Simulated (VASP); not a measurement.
Wanted: the native input for a VASP 6.6.1 run.

- Task: single point
- Functional: PBE
- Potentials or basis: VASP PAW PBE potentials, release 64 (Si, W_sv)
- Cutoff: 520 eV
- k mesh: 6 × 6 × 6
- Occupations: gaussian, width 0.1 eV
- Spin: no spin polarisation
- Dipole correction: no
- Further INCAR settings: ALGO = Normal; EDIFF = 1e-06; NBANDS = 18

The structure of Si2W lies in POSCAR:

```
Si2W
1.0
    0.0000000000      2.9470898269      2.9470898269
    2.9470898269      0.0000000000      2.9470898269
    2.9470898269      2.9470898269      0.0000000000
Si W
2 1
Direct
    0.2500000000      0.2500000000      0.2500000000
    0.7500000000      0.7500000000      0.7500000000
    0.0000000000      0.0000000000      0.0000000000
```

These files were run (other wordings do the same):

INCAR

```
SYSTEM = Si2W
ALGO     = Normal         ! electronic algorithm
EDIFF    = 1E-6           ! SCF threshold, eV
ENCUT    = 520            ! plane-wave cutoff, eV
GGA      = PE             ! functional
ISIF     = 2              ! what is computed and relaxed
ISMEAR   = 0              ! smearing method
LASPH    = .True.         ! aspherical terms in the spheres
LCHARG   = .False.        ! write CHGCAR
LREAL    = .False.        ! projectors in reciprocal space
LWAVE    = .False.        ! write WAVECAR
NBANDS   = 18             ! bands
NELM     = 100            ! most SCF steps
PREC     = Accurate       ! precision mode
SIGMA    = 0.1            ! smearing width, eV
```

KPOINTS

```
k-points
0
Gamma
  6 6 6
  0 0 0
```

Potentials or basis: VASP PAW PBE potentials, release 64 (Si, W_sv).

Launch:

```console
$ cat potpaw_PBE.64/Si/POTCAR potpaw_PBE.64/W_sv/POTCAR > POTCAR
$ mpirun -np 1 vasp_std > vasp.out
```

Results of the run:

| Property | Result |
| --- | --- |
| Pressure | 0.3 GPa |
| Band gap on the k mesh | zero (band 11 reaches 8.51 eV, above the bottom of band 12 at 7.37 eV) |

Caveat: spin-orbit coupling is left out, which moves the levels of the heavy elements.

Wall time 13 s on 1 thread of AMD EPYC 7R13 Processor (Zen 3), on a shared host, peak memory 0.14 GiB.
